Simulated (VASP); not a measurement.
Set up this calculation in VASP 6.6.1, as the native input.

- Task: single point
- Functional: PBE
- Potentials or basis: VASP PAW PBE potentials, release 64 (Mg, Si, N)
- Cutoff: 520 eV
- k mesh: 6 × 6 × 4
- Occupations: gaussian, width 0.1 eV
- Spin: collinear spin, ferromagnetic start
- Starting moments: [0.0, 0.0, 0.0, 1.0] μB
- Dipole correction: no
- Further INCAR settings: ALGO = Normal; EDIFF = 1e-06; NBANDS = 20

The structure of MgSi2N lies in POSCAR:

```
MgSi2N
1.0
    4.6804884190      0.0000000000      0.0000000000
   -2.3402442095      4.0534218729      0.0000000000
    0.0000000000      0.0000000000      3.8367378195
Mg Si N
1 2 1
Direct
    0.0000000000      0.0000000000      0.0000000000
    0.3333333333      0.6666666667      0.0000000000
    0.6666666667      0.3333333333      0.0000000000
    0.0000000000      0.0000000000      0.5000000000
```

The cell was generated, and may not be a known phase.

The input as run:

INCAR

```
  PREC = Accurate
  ENCUT = 520
  EDIFF = 1E-6
  ISMEAR = 0
  SIGMA = 0.1
  LREAL = False
  LASPH = True
  NELM = 150
  ALGO = Normal
  ISIF = 2
  LWAVE = False
  LCHARG = False
  ISPIN = 2
  MAGMOM = 0 0 0 1
  LORBIT = 11
  GGA = PE
  NBANDS = 20
```

KPOINTS

```
Automatic mesh
0
Gamma
  6 6 4
```

Potentials or basis: VASP PAW PBE potentials, release 64 (Mg, Si, N).

Run with:

```bash
$ cat potpaw_PBE.64/Mg/POTCAR potpaw_PBE.64/Si/POTCAR potpaw_PBE.64/N/POTCAR > POTCAR
$ mpirun -np 1 vasp_std > vasp.out
```

Results of the run:

* Pressure: 0.0 GPa
* Net moment: 0.00 μB per cell
* Valence electrons inside the program's atomic spheres: Mg 0.52; Si 1.53; N 3.52

Caveat: the k points lie up to 0.41 Å⁻¹ apart.

It took 21 s on 1 thread of Intel(R) Xeon(R) 6975P-C (Granite Rapids), with other jobs on the host, peak memory 0.24 GiB.
